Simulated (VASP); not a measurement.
# MgBe4Cu (F-43m) in VASP: notebook

The runs below take MgBe4Cu through single point, with LDA.

Everything below comes from runs of VASP 6.6.1. Logs are shortened: lines on timing, memory, paths and dates and some standing lists are left out, and cuts for length are marked.

## Step 1: The cell of the first run

The structure is cubic, space group F-43m (No. 216). The conventional cell has a = 6.247 Å, b = 6.247 Å, c = 6.247 Å, α = 90.00°, β = 90.00°, γ = 90.00°. Mg (site symmetry -43m) has 12 Be at 2.59 Å and 4 Cu at 2.71 Å within 3.4 Å. Within 2.9 Å of Be (site symmetry 3m) lie 6 Be at 2.18 to 2.23 Å and 3 Cu at 2.59 Å and 3 Mg at 2.59 Å. Cu (site symmetry -43m) has 12 Be at 2.59 Å and 4 Mg at 2.71 Å within 3.4 Å.

## Step 2: Single point, LDA

The input, INCAR:

```
ALGO = Normal
EDIFF = 1E-6
ENCUT = 600
GGA = CA
GGA_COMPAT = F
ISIF = 2
ISMEAR = -1
LASPH = T
LCHARG = F
LREAL = F
LWAVE = F
NBANDS = 20
NELM = 120
PREC = Accurate
SIGMA = 0.05
```

The input, KPOINTS:

```
k-points
0
Gamma
  7 7 7
```

The input, POSCAR:

```
MgBe4Cu
1.0
    0.0000000000      3.1237420000      3.1237420000
    3.1237420000      0.0000000000      3.1237420000
    3.1237420000      3.1237420000      0.0000000000
Mg Be Cu
1 4 1
Direct
    0.0000000000      0.0000000000      0.0000000000
    0.3764480000      0.3764480000      0.3764480000
    0.8706560000      0.3764480000      0.3764480000
    0.3764480000      0.3764480000      0.8706560000
    0.3764480000      0.8706560000      0.3764480000
    0.7500000000      0.7500000000      0.7500000000
```

Potentials or basis: VASP PAW LDA potentials, release 64 (Mg, Be, Cu).

The run is started by

```console
> cat potpaw_LDA.64/Mg/POTCAR potpaw_LDA.64/Be/POTCAR potpaw_LDA.64/Cu/POTCAR > POTCAR
> mpirun -np 1 vasp_std > vasp.out
```

OUTCAR:

```text
EDIFF = 1E-6
   ENCUT = 600
   GGA = CA
   ISIF = 2
   ISMEAR = -1
   LASPH = T
   LREAL = F
   NELM = 120
   PREC = Accurate

 ion  position               nearest neighbor table
   1  0.000  0.000  0.000-   3 2.59   5 2.59   3 2.59   4 2.59   4 2.59   5 2.59   2 2.59   2 2.59
                             2 2.59   3 2.59   4 2.59   5 2.59   6 2.71   6 2.71   6 2.71   6 2.71
   2  0.376  0.376  0.376-   3 2.18   4 2.18   5 2.18   4 2.23   5 2.23   3 2.23   6 2.59   6 2.59
                             6 2.59   1 2.59   1 2.59   1 2.59
   3  0.871  0.376  0.376-   2 2.18   4 2.18   5 2.18   2 2.23   4 2.23   5 2.23   6 2.59   6 2.59
                             6 2.59   1 2.59   1 2.59   1 2.59
   4  0.376  0.376  0.871-   2 2.18   3 2.18   5 2.18   2 2.23   5 2.23   3 2.23   6 2.59   6 2.59
                             6 2.59   1 2.59   1 2.59   1 2.59
   5  0.376  0.871  0.376-   2 2.18   3 2.18   4 2.18   4 2.23   2 2.23   3 2.23   6 2.59   6 2.59
                             6 2.59   1 2.59   1 2.59   1 2.59
   6  0.750  0.750  0.750-   3 2.59   4 2.59   5 2.59   2 2.59   2 2.59   2 2.59   5 2.59   3 2.59
                             5 2.59   4 2.59   4 2.59   3 2.59   1 2.71   1 2.71   1 2.71   1 2.71

  LATTYP: Found a face centered cubic cell.
 ALAT       =     6.2474840000

  Lattice vectors:

 A1 = (   0.0000000000,   3.1237420000,   3.1237420000)
 A2 = (   3.1237420000,   0.0000000000,   3.1237420000)
 A3 = (   3.1237420000,   3.1237420000,   0.0000000000)

Analysis of symmetry for initial positions (statically):
=====================================================================
 Subroutine PRICEL returns:
 Original cell was already a primitive cell.

 Routine SETGRP: Setting up the symmetry group for a
 face centered cubic supercell.

 Subroutine GETGRP returns: Found 24 space group operations
 (whereof 24 operations were pure point group operations)
 out of a pool of 48 trial point group operations.

The static configuration has the point symmetry T_d .

Analysis of symmetry for dynamics (positions and initial velocities):
=====================================================================
 Subroutine PRICEL returns:
 Original cell was already a primitive cell.

 Routine SETGRP: Setting up the symmetry group for a
 face centered cubic supercell.

 Subroutine GETGRP returns: Found 24 space group operations
 (whereof 24 operations were pure point group operations)
 out of a pool of 48 trial point group operations.

The dynamic configuration has the point symmetry T_d .

 Subroutine INISYM returns: Found 24 space group operations
 (whereof 24 operations are pure point group operations),
[... 102 lines left out ...]
   NSW    =      0    number of steps for IOM
   IBRION =     -1    ionic relax: 0-MD 1-quasi-New 2-CG
   NFREE  =      0    steps in history (QN), initial steepest desc. (CG)
   ISIF   =      2    stress and relaxation
   ISYM   =      2    0-nonsym 1-usesym 2-fastsym
   POTIM  = 0.5000    time-step for ionic-motion
   TEBEG  =    0.0;   TEEND  =   0.0 temperature during run
   PSTRESS=    0.0 pullay stress
   NELECT =      21.0000    total number of electrons
   NUPDOWN=      -1.0000    fix difference up-down
   EMIN   =  10.00;   EMAX   =-10.00  energy-range for DOS
   EFERMI =   0.00;   METHOD = LEGACY
   ISMEAR =    -1;   SIGMA  =   0.05  broadening in eV -4-tet -1-fermi 0-gaus
   EFERMI_NEDOS =   21; number of points for ismear=-14 and -15
   IALGO  =     38    algorithm
   IMIX   =      4    mixing-type and parameters
     AMIX     =   0.40;   BMIX     =  1.00
     AMIX_MAG =   1.60;   BMIX_MAG =  1.00
  volume/ion in A,a.u.               =      10.16        68.56
  Fermi-wavevector in a.u.,A,eV,Ry     =   1.147615  2.168677 17.919139  1.317020
  Thomas-Fermi vector in A             =   2.284294
   LORBIT       =      0    0 simple, 1 ext, 2 COOP (PROOUT), +10 PAW based schemes
   GGA     = CA    functional components
   LHFCALC =     F    Hartree Fock is set to
   AEXX    =    0.0000 exact exchange contribution
   IVDW    =     0    specifies the selected vdW correction
   LEPSILON=     F    determine dielectric tensor
   LRPA    =     F    only Hartree local field effects (RPA)
 non-spin polarized calculation
  energy-cutoff  :      600.00
  volume of cell :       60.96
 maximum number of plane-waves:      2085
   NGX = 17   NGY = 17   NGZ = 17

 number of electron      20.9999988 magnetization

 Free energy of the ion-electron system (eV)
  ---------------------------------------------------
  ext. energy  EPLUGINS =         0.00000000
  ---------------------------------------------------
  free energy    TOTEN  =       -23.50131780 eV

  energy without entropy =      -23.47826941  energy(sigma->0) =      -23.48979361

 E-fermi :   6.1399     XC(G=0): -10.8624

 val. band max:        6.0925078487   @ k =  -0.2857   0.4286   0.1429
 cond. band min:       6.1407338414   @ k =  -0.2857   0.1429   0.0000
 fundamental gap:      0.0482259927
 Fermi energy:         6.1399237493

 k-point     1 :       0.0000    0.0000    0.0000
  band No.  band energies     occupation
      1      -3.9912      2.00000
      2       1.6567      2.00000
      3       1.6567      2.00000
      4       1.6567      2.00000
      5       1.8806      2.00000
      6       1.8806      2.00000
[... 449 lines left out ...]
     19      15.6156      0.00000
     20      16.5409      0.00000

------------------------ aborting loop because EDIFF is reached ----------------------------------------

  FORCE on cell =-STRESS in cart. coord.  units (eV):
  Direction    XX          YY          ZZ          XY          YZ          ZX
  --------------------------------------------------------------------------------------
  -------------------------------------------------------------------------------------
  Total       -2.2570507     -2.2570507     -2.2570507      0.0000000      0.0000000      0.0000000
  in kB      -59.3193573    -59.3193573    -59.3193573      0.0000000      0.0000000      0.0000000
  external PRESSURE =     -59.3193573 kB  Pullay stress =       0.0000000 kB

 VOLUME and BASIS-vectors are now :
 -----------------------------------------------------------------------------
  energy-cutoff  :      600.00
  volume of cell :       60.96
      direct lattice vectors                 reciprocal lattice vectors
     0.000000000  3.123742000  3.123742000    -0.160064436  0.160064436  0.160064436
     3.123742000  0.000000000  3.123742000     0.160064436 -0.160064436  0.160064436
     3.123742000  3.123742000  0.000000000     0.160064436  0.160064436 -0.160064436

 POSITION                                       TOTAL-FORCE (eV/Angst)
 -----------------------------------------------------------------------------------
      0.00000      0.00000      0.00000         0.000000      0.000000      0.000000
      2.35185      2.35185      2.35185        -0.004975     -0.004975     -0.004975
      2.35185      3.89563      3.89563        -0.004975      0.004975      0.004975
      3.89563      3.89563      2.35185         0.004975      0.004975     -0.004975
      3.89563      2.35185      3.89563         0.004975     -0.004975      0.004975
      4.68561      4.68561      4.68561         0.000000      0.000000      0.000000
 -----------------------------------------------------------------------------------
    total drift:                                0.000000      0.000000      0.000001

  FREE ENERGIE OF THE ION-ELECTRON SYSTEM (eV)
  ---------------------------------------------------
  free  energy   TOTEN  =       -23.5013177991 eV

  energy  without entropy=      -23.4782694130  energy(sigma->0) =      -23.48979361
```

OSZICAR:

```text
N       E                     dE             d eps       ncg     rms          rms(c)
DAV:   1     0.887070510868E+02    0.88707E+02   -0.92965E+03   808   0.123E+03
DAV:   2    -0.229281094283E+02   -0.11164E+03   -0.10331E+03   820   0.248E+02
DAV:   3    -0.301675716833E+02   -0.72395E+01   -0.69202E+01  1076   0.637E+01
DAV:   4    -0.303358458449E+02   -0.16827E+00   -0.16744E+00  1116   0.823E+00
DAV:   5    -0.303382026980E+02   -0.23569E-02   -0.23561E-02   992   0.105E+00    0.269E+01
DAV:   6    -0.457356044539E+02   -0.15397E+02   -0.21864E+02   932   0.377E+02    0.232E+01
DAV:   7    -0.266812988961E+02    0.19054E+02   -0.42845E+01  1080   0.809E+01    0.105E+01
DAV:   8    -0.236626227147E+02    0.30187E+01   -0.12503E+01  1072   0.955E+01    0.382E+00
DAV:   9    -0.240243477615E+02   -0.36173E+00   -0.49612E+00   952   0.689E+01    0.502E+00
DAV:  10    -0.234944543413E+02    0.52989E+00   -0.11995E+00  1000   0.392E+01    0.326E-01
DAV:  11    -0.235062267148E+02   -0.11772E-01   -0.83942E-02  1196   0.299E+00    0.558E-01
DAV:  12    -0.235012672789E+02    0.49594E-02   -0.11368E-02  1048   0.374E+00    0.445E-02
DAV:  13    -0.235014127034E+02   -0.14542E-03   -0.14590E-03  1264   0.644E-01    0.722E-02
DAV:  14    -0.235013379471E+02    0.74756E-04   -0.10416E-04  1236   0.284E-01    0.356E-02
DAV:  15    -0.235013174732E+02    0.20474E-04   -0.50274E-05  1100   0.223E-01    0.447E-03
DAV:  16    -0.235013177991E+02   -0.32587E-06   -0.49435E-06   812   0.139E-02
   1 F= -.23501318E+02 E0= -.23489794E+02  d E =-.230484E-01
```

Wall time 36 s (1 thread of Intel Xeon 8259CL, shared host); peak memory 0.19 GiB.

Results:

| Item | Value |
| --- | --- |
| Free energy | -23.5013 eV |
| Pressure | -5.9 GPa |
| Largest force | 0.009 eV/Å |
| Band gap on the k mesh | zero (an odd number of electrons rules out a gap without spin polarisation) |

Forces on the atoms (eV/Å):
```
Mg   0.000  0.000  0.000
Be  -0.005 -0.005 -0.005
Be  -0.005  0.005  0.005
Be   0.005  0.005 -0.005
Be   0.005 -0.005  0.005
Cu   0.000  0.000  0.000
```

Levels at points of the mesh, in eV from the Fermi level:
```
           k point  band 6  band 7  band 8  band 9  band 10  band 11  band 12  band 13  band 14  band 15
(0.00, 0.00, 0.00)   -4.26   -3.60   -1.46   -1.46    -1.46     2.03     2.03     2.08     2.08     2.08
```

Caveat: the cell stands under tension.

## Step 3: Single point, LDA

The input, INCAR:

```
SYSTEM = MgBe4Cu
  PREC = Accurate
  ENCUT = 600
  EDIFF = 1E-6
  ISMEAR = -1
  SIGMA = 0.05
  LREAL = .FALSE.
  LASPH = .TRUE.
  NELM = 120
  ALGO = Normal
  ISIF = 2
  LWAVE = .FALSE.
  LCHARG = .FALSE.
  GGA = CA
  NBANDS = 20
  GGA_COMPAT = .FALSE.
```

The input, KPOINTS:

```
Automatic mesh
0
G
  7 7 7
  0 0 0
```

POSCAR is that of step 2.

Potentials or basis: VASP PAW LDA potentials, release 64 (Mg, Be, Cu).

The run is started by

```console
> cat potpaw_LDA.64/Mg/POTCAR potpaw_LDA.64/Be/POTCAR potpaw_LDA.64/Cu/POTCAR > POTCAR
> mpirun -np 1 vasp_std > vasp.out
```

OUTCAR:

```text
SYSTEM = MgBe4Cu
   PREC = Accurate
   ENCUT = 600
   EDIFF = 1E-6
   ISMEAR = -1
   LREAL = .FALSE.
   LASPH = .TRUE.
   NELM = 120
   ISIF = 2
   GGA = CA

 ion  position               nearest neighbor table
   1  0.000  0.000  0.000-   3 2.59   5 2.59   3 2.59   4 2.59   4 2.59   5 2.59   2 2.59   2 2.59
                             2 2.59   3 2.59   4 2.59   5 2.59   6 2.71   6 2.71   6 2.71   6 2.71
   2  0.376  0.376  0.376-   3 2.18   4 2.18   5 2.18   4 2.23   5 2.23   3 2.23   6 2.59   6 2.59
                             6 2.59   1 2.59   1 2.59   1 2.59
   3  0.871  0.376  0.376-   2 2.18   4 2.18   5 2.18   2 2.23   4 2.23   5 2.23   6 2.59   6 2.59
                             6 2.59   1 2.59   1 2.59   1 2.59
   4  0.376  0.376  0.871-   2 2.18   3 2.18   5 2.18   2 2.23   5 2.23   3 2.23   6 2.59   6 2.59
                             6 2.59   1 2.59   1 2.59   1 2.59
   5  0.376  0.871  0.376-   2 2.18   3 2.18   4 2.18   4 2.23   2 2.23   3 2.23   6 2.59   6 2.59
                             6 2.59   1 2.59   1 2.59   1 2.59
   6  0.750  0.750  0.750-   3 2.59   4 2.59   5 2.59   2 2.59   2 2.59   2 2.59   5 2.59   3 2.59
                             5 2.59   4 2.59   4 2.59   3 2.59   1 2.71   1 2.71   1 2.71   1 2.71

  LATTYP: Found a face centered cubic cell.
 ALAT       =     6.2474840000

  Lattice vectors:

[... 188 lines left out ...]
  band No.  band energies     occupation
      1      -3.9912      2.00000
      2       1.6567      2.00000
      3       1.6567      2.00000
      4       1.6567      2.00000
      5       1.8806      2.00000
      6       1.8806      2.00000
[... 449 lines left out ...]
     19      15.6156      0.00000
     20      16.5409      0.00000

------------------------ aborting loop because EDIFF is reached ----------------------------------------

  FORCE on cell =-STRESS in cart. coord.  units (eV):
  Direction    XX          YY          ZZ          XY          YZ          ZX
  --------------------------------------------------------------------------------------
  -------------------------------------------------------------------------------------
  Total       -2.2570507     -2.2570507     -2.2570507      0.0000000      0.0000000      0.0000000
  in kB      -59.3193573    -59.3193573    -59.3193573      0.0000000      0.0000000      0.0000000
  external PRESSURE =     -59.3193573 kB  Pullay stress =       0.0000000 kB

 VOLUME and BASIS-vectors are now :
 -----------------------------------------------------------------------------
  energy-cutoff  :      600.00
  volume of cell :       60.96
      direct lattice vectors                 reciprocal lattice vectors
     0.000000000  3.123742000  3.123742000    -0.160064436  0.160064436  0.160064436
     3.123742000  0.000000000  3.123742000     0.160064436 -0.160064436  0.160064436
     3.123742000  3.123742000  0.000000000     0.160064436  0.160064436 -0.160064436

 POSITION                                       TOTAL-FORCE (eV/Angst)
 -----------------------------------------------------------------------------------
      0.00000      0.00000      0.00000         0.000000      0.000000      0.000000
      2.35185      2.35185      2.35185        -0.004975     -0.004975     -0.004975
      2.35185      3.89563      3.89563        -0.004975      0.004975      0.004975
      3.89563      3.89563      2.35185         0.004975      0.004975     -0.004975
      3.89563      2.35185      3.89563         0.004975     -0.004975      0.004975
      4.68561      4.68561      4.68561         0.000000      0.000000      0.000000
 -----------------------------------------------------------------------------------
    total drift:                                0.000000      0.000000      0.000001

  FREE ENERGIE OF THE ION-ELECTRON SYSTEM (eV)
  ---------------------------------------------------
  free  energy   TOTEN  =       -23.5013177991 eV

  energy  without entropy=      -23.4782694130  energy(sigma->0) =      -23.48979361
```

OSZICAR:

```text
N       E                     dE             d eps       ncg     rms          rms(c)
DAV:   1     0.887070510868E+02    0.88707E+02   -0.92965E+03   808   0.123E+03
DAV:   2    -0.229281094283E+02   -0.11164E+03   -0.10331E+03   820   0.248E+02
DAV:   3    -0.301675716833E+02   -0.72395E+01   -0.69202E+01  1076   0.637E+01
DAV:   4    -0.303358458449E+02   -0.16827E+00   -0.16744E+00  1116   0.823E+00
DAV:   5    -0.303382026980E+02   -0.23569E-02   -0.23561E-02   992   0.105E+00    0.269E+01
DAV:   6    -0.457356044539E+02   -0.15397E+02   -0.21864E+02   932   0.377E+02    0.232E+01
DAV:   7    -0.266812988961E+02    0.19054E+02   -0.42845E+01  1080   0.809E+01    0.105E+01
DAV:   8    -0.236626227147E+02    0.30187E+01   -0.12503E+01  1072   0.955E+01    0.382E+00
DAV:   9    -0.240243477615E+02   -0.36173E+00   -0.49612E+00   952   0.689E+01    0.502E+00
DAV:  10    -0.234944543413E+02    0.52989E+00   -0.11995E+00  1000   0.392E+01    0.326E-01
DAV:  11    -0.235062267148E+02   -0.11772E-01   -0.83942E-02  1196   0.299E+00    0.558E-01
DAV:  12    -0.235012672789E+02    0.49594E-02   -0.11368E-02  1048   0.374E+00    0.445E-02
DAV:  13    -0.235014127034E+02   -0.14542E-03   -0.14590E-03  1264   0.644E-01    0.722E-02
DAV:  14    -0.235013379471E+02    0.74756E-04   -0.10416E-04  1236   0.284E-01    0.356E-02
DAV:  15    -0.235013174732E+02    0.20474E-04   -0.50274E-05  1100   0.223E-01    0.447E-03
DAV:  16    -0.235013177991E+02   -0.32587E-06   -0.49435E-06   812   0.139E-02
   1 F= -.23501318E+02 E0= -.23489794E+02  d E =-.230484E-01
```

stdout:

```text
POSCAR found type information on POSCAR MgBeCu
 POSCAR found :  3 types and       6 ions
 scaLAPACK will be used
 LDA part: xc-table for (Slater(with rela. corr.)+CA(PZ))
 , standard interpolation
 POSCAR, INCAR and KPOINTS ok, starting setup
 FFT: planning ... GRIDC
 FFT: planning ... GRID_SOFT
 FFT: planning ... GRID
 WAVECAR not read
 entering main loop
```

Run time: 36 s. Hardware: 1 thread of Intel Xeon 8259CL, shared host; peak memory 0.19 GiB.

Results:

```yaml
Free_energy: -23.5013 eV
Pressure: -5.9 GPa
Largest_force: 0.009 eV/Å
Band_gap_on_the_k_mesh: zero (an odd number of electrons rules out a gap without spin polarisation)
```

Forces in eV/Å, atoms in the order of the input:
```
Mg   0.000  0.000  0.000
Be  -0.005 -0.005 -0.005
Be  -0.005  0.005  0.005
Be   0.005  0.005 -0.005
Be   0.005 -0.005  0.005
Cu   0.000  0.000  0.000
```

Caveat: the cell stands under tension.

The gap in the log of VASP goes by the Fermi energy; the results here count the filled bands.